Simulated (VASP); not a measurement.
Set up this calculation in VASP 6.6.1, as the native input.

* Task: single point
* Functional: PBE
* Potentials or basis: VASP PAW PBE potentials, release 64 (Ge_d)
* Cutoff: 520 eV
* k mesh: 20 × 20 × 20
* Occupations: gaussian, width 0.15 eV
* Spin: no spin polarisation
* Dipole correction: no
* Further INCAR settings: ALGO = Normal; EDIFF = 1e-07; NBANDS = 21

The structure of Ge lies in POSCAR:

```
Ge
1.0
   -2.4958980000      2.6508630000      1.4369470000
    2.4958980000     -2.6508630000      1.4369470000
    2.4958980000      2.6508630000     -1.4369470000
Ge
2
Direct
    0.1859430000      0.9359430000      0.2500000000
    0.8140570000      0.0640570000      0.7500000000
```

The input as run:

INCAR

```
SYSTEM = Ge
ALGO = Normal
EDIFF = 1E-7
ENCUT = 520
GGA = PE
ISIF = 2
ISMEAR = 0
LASPH = .TRUE.
LCHARG = .FALSE.
LREAL = .FALSE.
LWAVE = .FALSE.
NBANDS = 21
NELM = 100
PREC = Accurate
SIGMA = 0.15
```

KPOINTS

```
k-points
0
G
  20 20 20
  0 0 0
```

Potentials or basis: VASP PAW PBE potentials, release 64 (Ge_d).

Command:

```sh
$ cat potpaw_PBE.64/Ge_d/POTCAR > POTCAR
$ mpirun -np 1 vasp_std > vasp.out
```

Results of the run:

| Quantity | Value |
| --- | --- |
| Pressure | 1.1 GPa |
| Largest force | 0.046 eV/Å |
| Band gap on the k mesh | zero (bands 14 and 15 overlap by 5.76 eV) |

It took 8.1 min on 1 thread of AMD EPYC 9R45 96-Core Processor (Zen 5), with other jobs on the host, peak memory 0.73 GiB.
